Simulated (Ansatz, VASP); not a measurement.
KTaO3: VASP beside Ansatz

Contents of INCAR:

```
SYSTEM = KTaO3
PREC = Accurate
ENCUT = 520
EDIFF = 1E-7
ISMEAR = 0
SIGMA = 0.05
LREAL = .False.
LASPH = .True.
NELM = 100
ALGO = Normal
ISIF = 2
LWAVE = .False.
LCHARG = .False.
GGA = PE
NBANDS = 27
```

File KPOINTS:

```
Automatic mesh
0
Gamma
  8 8 8
  0 0 0
```

POSCAR

```
KTaO3
1.0
    4.1161961899      0.0000000000      0.0000000000
    0.0000000000      4.1161961899      0.0000000000
    0.0000000000      0.0000000000      4.1161961899
K Ta O
1 1 3
Direct
    0.0000000000      0.0000000000      0.0000000000
    0.5000000000      0.5000000000      0.5000000000
    0.0000000000      0.5000000000      0.5000000000
    0.5000000000      0.5000000000      0.0000000000
    0.5000000000      0.0000000000      0.5000000000
```

Input for Ansatz:

```yaml
crystal:
  lattice:
    - [4.1161961899, 0.0, 0.0]
    - [0.0, 4.1161961899, 0.0]
    - [0.0, 0.0, 4.1161961899]
  atoms:
    - { symbol: K, position: [0.0, 0.0, 0.0] }
    - { symbol: Ta, position: [0.5, 0.5, 0.5] }
    - { symbol: O, position: [0.0, 0.5, 0.5] }
    - { symbol: O, position: [0.5, 0.5, 0.0] }
    - { symbol: O, position: [0.5, 0.0, 0.5] }
basis:
  ecutwfc: 420
  ecutrho_ratio: 4
kpoints:
  mp_grid: { grid: [8, 8, 8] }
hamiltonian:
  xc: pbe
scf:
  occupations: { method: gaussian, width: 0.05 }
output:
  forces: true
  stress: true
  eigenvalues: true
```

Alike in both runs: task single point; functional PBE; k mesh 8 × 8 × 8; occupations gaussian, width 0.05 eV; no spin polarisation.

```csv
,VASP,Ansatz
version,VASP 6.6.1,Ansatz 0.2.0
potentials or method,"VASP PAW PBE potentials, release 64 (K_sv, Ta_pv, O), cutoff 520 eV","scalar-relativistic, plane waves, PAW"
valence electrons in the cell,38,40
```

Ansatz gave:

```
gap on the k mesh at the Fermi level (eV) : 2.00
least direct gap on the mesh (eV)         : 2.63
pressure (GPa)                            : -10.9
```

Problem. Which values does VASP return?

Solution. gap on the k mesh at the Fermi level (eV): 1.96; least direct gap on the mesh (eV): 2.60; pressure (GPa): -10.5.

With one functional, cell and mesh, what is left measures potentials, basis and numerics. VASP's potentials hold 38 valence electrons a cell and Ansatz's 40, so a difference there can come from the potentials and not from the codes.

Neither program's run includes spin-orbit coupling.
